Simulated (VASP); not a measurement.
Here is a VASP 6.6.1 calculation.

File INCAR:

```
SYSTEM = RbCl
PREC = Accurate
ENCUT = 400
EDIFF = 1E-8
ISMEAR = -1
SIGMA = 0.02
LREAL = .FALSE.
LASPH = .TRUE.
NELM = 120
ALGO = Normal
ISIF = 2
LWAVE = .FALSE.
LCHARG = .FALSE.
GGA = PE
LEFG = .TRUE.
NBANDS = 15
GGA_COMPAT = .FALSE.
```

KPOINTS

```
Automatic mesh
0
G
  7 7 7
  0 0 0
```

The input POSCAR:

```
RbCl
1.0
    0.0000000000      3.2740000000      3.2740000000
    3.2740000000      0.0000000000      3.2740000000
    3.2740000000      3.2740000000      0.0000000000
Rb Cl
1 1
Direct
    0.0000000000      0.0000000000      0.0000000000
    0.5000000000      0.5000000000      0.5000000000
```

Potentials or basis: VASP PAW PBE potentials, release 64 (Rb_sv, Cl).

The run is started by

```sh
$ cat potpaw_PBE.64/Rb_sv/POTCAR potpaw_PBE.64/Cl/POTCAR > POTCAR
$ mpirun -np 1 vasp_std > vasp.out
```

**Question.** What does it give for the band gap on the k mesh?

**Answer.** 5.05 eV, direct.

**Question.** What does it give for the pressure?

**Answer.** 1.2 GPa.

Caveat: without QUAD_EFG the Cq values of the log hold for a quadrupole moment of 1 mb, not for the nuclei. As with any semilocal functional, this PBE gap is likely too small.
